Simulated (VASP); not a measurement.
Crystal: Be2Rh.

```
Be Rh
1.0
     1.40413    0.81068    4.24084
    -1.40413    0.81068    4.24084
     0.00000   -1.62135    4.24084
Be Rh
2 1
Cartesian
  0.0000 0.0000 9.5419
  0.0000 0.0000 3.1806
  0.0000 0.0000 0.0000
```

* Program: VASP 6.6.1
* Task: relaxation of cell and atoms
* Functional: PBE
* Potentials or basis: VASP PAW PBE potentials, release 64 (Be, Rh_pv)
* Cutoff: 600 eV
* k mesh: 6 × 6 × 6
* Occupations: gaussian, width 0.1 eV
* Spin: no spin polarisation

At the start: pressure 78.7 GPa; volume 9.65 Å³/atom.

How do energy, volume and symmetry change on relaxing?

Over 11 steps the energy falls by 1252.5 meV/atom and the volume is 10.71 Å³/atom (+10.9 %); space group R-3m (No. 166, to 0.05 Å).

The path:
```csv
step,energy change (eV),largest force (eV/Å),pressure (GPa),volume (Å³)
1,0.0000,7.1260,78.74,28.96
2,-1.0024,0.6621,-26.78,53.74
3,-2.9684,1.2845,-11.11,39.49
4,-2.9870,1.5136,-8.76,38.73
5,-2.9892,1.6980,-6.69,38.16
6,-3.3427,1.4033,-6.38,36.22
7,-3.7560,0.1384,-1.04,32.26
8,-3.7561,0.0176,-1.53,32.43
9,-3.7558,0.1551,1.32,31.92
10,-3.7573,0.0632,-0.19,32.18
11,-3.7576,0.0153,-0.06,32.12
```

Final structure:
```
Be Rh
1.0
     1.42814    0.82453    4.54591
    -1.42814    0.82453    4.54591
     0.00000   -1.64907    4.54591
Be Rh
2 1
Cartesian
  0.0000 0.0000 10.6609
  0.0000 0.0000 2.9768
  0.0000 -1.6491 4.5459
```

Caveat: the k points lie up to 0.43 Å⁻¹ apart in the final cell.
